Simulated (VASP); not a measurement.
Here is a VASP 6.6.1 calculation.

Contents of POSCAR:

```
Si
1.0
   -3.3273296544      3.3273296544      1.9218805215
    3.3273296544     -3.3273296544      1.9218805215
    3.3273296544      3.3273296544     -1.9218805215
Si
4
Direct
    0.1202167823      0.1202167823      0.3575063991
    0.7627103833      0.7627103833      0.6424936010
    0.2372896167      0.8797832177      0.0000000000
    0.8797832177      0.2372896167      0.0000000000
```

File INCAR.step1:

```
PREC     = Accurate       # precision mode
ENCUT    = 520            # plane-wave cutoff, eV
ISMEAR   = 0              # smearing method
SIGMA    = 0.05           # smearing width, eV
LREAL    = False          # projectors in reciprocal space
LASPH    = True           # aspherical terms in the spheres
NELM     = 100            # most SCF steps
NBANDS   = 16             # bands
GGA      = PE             # functional
ALGO     = Normal         # electronic algorithm
EDIFF    = 1E-4           # SCF threshold, eV
LWAVE    = True           # write WAVECAR
LCHARG   = False          # write CHGCAR
```

Contents of INCAR.step2:

```
PREC     = Accurate       # precision mode
ENCUT    = 520            # plane-wave cutoff, eV
EDIFF    = 1E-6           # SCF threshold, eV
ISMEAR   = 0              # smearing method
SIGMA    = 0.05           # smearing width, eV
LREAL    = False          # projectors in reciprocal space
LASPH    = True           # aspherical terms in the spheres
NELM     = 100            # most SCF steps
ALGO     = Normal         # electronic algorithm
ISIF     = 2              # what is computed and relaxed
LWAVE    = False          # write WAVECAR
LCHARG   = False          # write CHGCAR
METAGGA  = R2SCAN         # meta-GGA
LMIXTAU  = True         
NBANDS   = 16             # bands
ISTART   = 1
```

File KPOINTS:

```
regular mesh
0
Gamma
  10 10 10
```

Potentials or basis: VASP PAW PBE potentials, release 64 (Si).

Command:

```bash
$ cat potpaw_PBE.64/Si/POTCAR > POTCAR
$ cp INCAR.step1 INCAR
$ mpirun -np 1 vasp_std > vasp.out
$ cp INCAR.step2 INCAR
$ mpirun -np 1 vasp_std > vasp.out
```

**Question.** Predict the band gap on the k mesh.

**Answer.** 0.16 eV (least direct gap 1.15 eV).

**Question.** Predict the pressure.

**Answer.** -1.8 GPa.

Stress tensor (GPa, compression positive):
```
-2.02  0.00  0.00
 0.00 -2.02  0.00
 0.00  0.00 -1.29
```

Caveat: the cell differs from its parent crystal (atoms displaced along a vibrational mode); semilocal functionals underestimate gaps, and a narrow one can read as zero; the PAW data sets were made with another functional, which shifts forces and pressure a little. A k mesh can miss the band edges.
